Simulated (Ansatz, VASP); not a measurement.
**B2P5 in VASP and in Ansatz**

```
CELL_PARAMETERS angstrom
4.79000 0.00000 0.00000
0.00000 4.79000 0.00000
0.00000 0.00000 4.79000
ATOMIC_POSITIONS crystal
B 0.50000 0.00000 0.50000
B 0.00000 0.50000 0.50000
P 0.00000 0.00000 0.00000
P 0.75000 0.25000 0.75000
P 0.25000 0.75000 0.75000
P 0.75000 0.75000 0.25000
P 0.25000 0.25000 0.25000
```

Change from the starting cell: built by hand: pseudocubic CdIn2Se4 (ordered-vacancy zincblende) (P-42m, No. 111).

Alike in both runs: task relaxation of cell and atoms; functional PBE; k mesh 4 × 4 × 4; occupations gaussian, width 0.2 eV; no spin polarisation.

```csv
,VASP,Ansatz
version,VASP 6.6.1,Ansatz 0.2.0
potentials or method,"VASP PAW PBE potentials, release 64 (B, P), cutoff 600 eV","scalar-relativistic, plane waves, PAW"
valence electrons in the cell,31,31
```

Ansatz gave:

```
gap on the k mesh at the Fermi level, each at its own relaxed structure (eV) : none
relaxed volume (Å³/atom)                                                     : 14.30
relaxed cell length with the largest relative difference (Å)                 : 4.785
```

Task: Estimate VASP's values.

Result: gap on the k mesh at the Fermi level, each at its own relaxed structure (eV): none; relaxed volume (Å³/atom): 14.32; relaxed cell length with the largest relative difference (Å): 4.767.

A gap of «none» marks a metal or a gap that the smearing closes.
